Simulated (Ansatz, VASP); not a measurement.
# Two plane-wave programs on Co

```
CELL_PARAMETERS angstrom
0.00000 2.34766 2.34766
2.34766 0.00000 2.34766
2.34766 2.34766 0.00000
ATOMIC_POSITIONS crystal
Co 0.00000 0.00000 0.00000
Co 0.50000 0.50000 0.50000
```

Alike in both runs: task single point; functional BLYP; k mesh 13 × 13 × 13; occupations fermi-dirac, width 0.05 eV; collinear spin.

|  | VASP | Ansatz |
| --- | --- | --- |
| version | VASP 6.6.1 | Ansatz 0.2.0 |
| potentials or method | VASP PAW PBE potentials, release 64 (Co), cutoff 520 eV | plane waves (420 eV) with PAW, scalar-relativistic |
| valence electrons in the cell | 18 | 34 |

Ansatz gave:

```
pressure (GPa)                                                : 5.1
net moment per atom (μB)                                      : 1.84
size of the moment on the site where the two differ most (μB) : 1.86
```

Q: Which values does VASP return?

A: Pressure (GPa): 4.5; net moment per atom (μB): 1.82; size of the moment on the site where the two differ most (μB): 1.83.

VASP's potentials were made for PBE, not for BLYP. Site moments also hang on the region over which each program counts them. The functional is the same, so the differences come from potentials, cutoffs and numerics. VASP's potentials hold 18 valence electrons a cell and Ansatz's 34, so a difference there can come from the potentials and not from the codes.
